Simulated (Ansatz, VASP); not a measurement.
Two plane-wave programs on Ag

POSCAR

```
Ag
1.0
    2.8904005511      0.0000000000      0.0000000000
   -1.4452002756      2.5031603044      0.0000000000
    0.0000000000      0.0000000000      4.7252623344
Ag
2
Direct
    0.6666666667      0.3333333333      0.7500000000
    0.3333333333      0.6666666667      0.2500000000
```

INCAR.step1

```
SYSTEM = Ag
PREC = Accurate ; ENCUT = 520
ISMEAR = -1 ; SIGMA = 0.05
LREAL = .FALSE. ; LASPH = .TRUE.
NELM = 100 ; NBANDS = 18
GGA = PE ; ALGO = Normal
EDIFF = 1E-4 ; LWAVE = .TRUE.
LCHARG = .FALSE.
```

INCAR.step2

```
SYSTEM = Ag
PREC = Accurate ; ENCUT = 520
EDIFF = 1E-6 ; ISMEAR = -1
SIGMA = 0.05 ; LREAL = .FALSE.
LASPH = .TRUE. ; NELM = 100
ALGO = Normal ; ISIF = 2
LWAVE = .FALSE. ; LCHARG = .FALSE.
METAGGA = R2SCAN ; LMIXTAU = .TRUE.
NBANDS = 18 ; ISTART = 1
```

KPOINTS

```
regular mesh
0
G
  10 10 6
  0 0 0
```

The input input.yaml:

```yaml
crystal:
  lattice:
    - [2.8904005511, 0.0, 0.0]
    - [-1.4452002756, 2.5031603044, 0.0]
    - [0.0, 0.0, 4.7252623344]
  atoms:
    - { symbol: Ag, position: [0.6666666667, 0.3333333333, 0.75] }
    - { symbol: Ag, position: [0.3333333333, 0.6666666667, 0.25] }
hamiltonian:
  xc: r2scan
  pseudopotentials: { kind: paw }
kpoints:
  mp_grid: { grid: [10, 10, 6] }
scf:
  occupations: { method: fermi_dirac, width: 0.05 }
output:
  forces: true
  stress: true
  eigenvalues: true
```

Alike in both runs: task single point; functional r2SCAN; k mesh 10 × 10 × 6; occupations fermi-dirac, width 0.05 eV; no spin polarisation.

|  | VASP | Ansatz |
| --- | --- | --- |
| version | VASP 6.6.1 | Ansatz 0.2.0 |
| potentials or method | VASP PAW PBE potentials, release 64 (Ag) | Ansatz PAW |
| plane-wave cutoff (eV) | 520 | 500 |
| valence electrons in the cell | 22 | 38 |

VASP gave:

* gap on the k mesh at the Fermi level (eV): none
* pressure (GPa): 1.8
* traceless stress, the component that is largest in VASP (GPa): -0.48

Task: Which values does Ansatz return?

Result: gap on the k mesh at the Fermi level (eV): none; pressure (GPa): 1.7; traceless stress, the component that is largest in VASP (GPa): -0.48.

VASP's potentials were made for PBE, not for r2SCAN. A gap of «none» marks a metal or a gap that the smearing closes. With one functional, cell and mesh, what is left measures potentials, basis and numerics. VASP's potentials hold 22 valence electrons a cell and Ansatz's 38, so a difference there can come from the potentials and not from the codes.
